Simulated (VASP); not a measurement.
A run of VASP 6.6.1:

File INCAR:

```
ALGO = Normal
EDIFF = 1E-6
ENCUT = 520
GGA = PE
ISIF = 2
ISMEAR = 0
LASPH = T
LCHARG = T
LELF = T
LREAL = F
LVHAR = T
LWAVE = F
NBANDS = 16
NELM = 80
PREC = Accurate
SIGMA = 0.15
```

Contents of KPOINTS:

```
k-points
0
Gamma
  18 18 6
```

Contents of POSCAR:

```
C
1.0
    2.5239931184      0.0000000000      0.0000000000
   -1.2619965592      2.1360716891      0.0000000000
    0.0000000000      0.0000000000      8.5653080463
C
4
Direct
   -0.0576914494      0.0000000000      0.0025000000
    0.0576914494      0.0000000000      0.5025000000
    0.2756407870      0.6666666667      0.0025000000
    0.7243592130      0.3333333333      0.5025000000
```

Potentials or basis: VASP PAW PBE potentials, release 64 (C).

Run with:

```console
$ cat potpaw_PBE.64/C/POTCAR > POTCAR
$ mpirun -np 1 vasp_std > vasp.out
```

Hardware: 1 thread of Intel Xeon 8259CL (shared host).

Q: How long does it take, and how much memory?

A: Wall time 9.6 min on 1 thread of Intel Xeon 8259CL, on a shared host, peak memory 0.43 GiB. Counts: scf iterations 13, k points 656.
